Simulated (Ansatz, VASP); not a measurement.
Two plane-wave programs on MgO

The input POSCAR:

```
MgO
1.0
    0.0000000000      2.1021674166      2.1021674166
    2.1477844495      0.0000000000      2.1021674166
    2.1477844495      2.1021674166      0.0000000000
Mg O
1 1
Direct
    0.0000000000      0.0000000000      0.0000000000
    0.5000000000      0.5000000000      0.5000000000
```

The input INCAR.step1:

```
SYSTEM = MgO
ALGO = Normal
EDIFF = 1E-5
ENCUT = 750
GGA = PE
GGA_COMPAT = .False.
ISMEAR = 0
LASPH = .True.
LCHARG = .False.
LREAL = .False.
LWAVE = .True.
NBANDS = 15
NELM = 120
PREC = Accurate
SIGMA = 0.01
```

The input INCAR.step2:

```
SYSTEM = MgO
ALGO = Normal
EDIFF = 1E-6
ENCUT = 750
GGA_COMPAT = .False.
ISIF = 2
ISMEAR = 0
ISTART = 1
LASPH = .True.
LCHARG = .True.
LELF = .True.
LMIXTAU = .True.
LREAL = .False.
LVHAR = .True.
LWAVE = .False.
METAGGA = R2SCAN
NBANDS = 15
NELM = 120
PREC = Accurate
SIGMA = 0.01
```

Contents of KPOINTS:

```
k-points
0
Gamma
  10 10 10
  0 0 0
```

Input for Ansatz:

```yaml
crystal:
  lattice:
    - [0.0, 2.1021674166, 2.1021674166]
    - [2.1477844495, 0.0, 2.1021674166]
    - [2.1477844495, 2.1021674166, 0.0]
  atoms:
    - { symbol: Mg, position: [0.0, 0.0, 0.0] }
    - { symbol: O, position: [0.5, 0.5, 0.5] }
kpoints:
  mp_grid: { grid: [10, 10, 10] }
  band_path:
    path:
      - [0.0, 0.0, 0.0]
      - [0.5, 0.0, 0.5]
      - [0.625, 0.25, 0.625]
      - [0.375, 0.375, 0.75]
      - [0.5, 0.5, 0.5]
      - [0.5, 0.25, 0.75]
    npoints: 1
hamiltonian:
  xc: r2scan
scf:
  occupations: { method: fixed }
  n_extra_bands: 4
output:
  forces: true
  stress: true
  eigenvalues: true
```

Change from the starting cell: uniaxial_x strain +2.2%.

Alike in both runs: task single point; functional r2SCAN; k mesh 10 × 10 × 10; no spin polarisation.

```csv
,VASP,Ansatz
version,VASP 6.6.1,Ansatz 0.2.0
potentials or method,"VASP PAW PBE potentials, release 64 (Mg_sv, O)","plane waves, PAW"
plane-wave cutoff (eV),750,500
occupations,"gaussian, width 0.01 eV",fixed
valence electrons in the cell,16,16
```

```tsv
	VASP	Ansatz	Ansatz less VASP
gap on the k mesh at the Fermi level (eV)	5.46	5.44	-0.020
pressure (GPa)	-3.2	-3.3	-0.02
traceless stress, the component that is largest in VASP (GPa)	-2.61	-2.63	-0.014
```

VASP's potentials were made for PBE, not for r2SCAN.
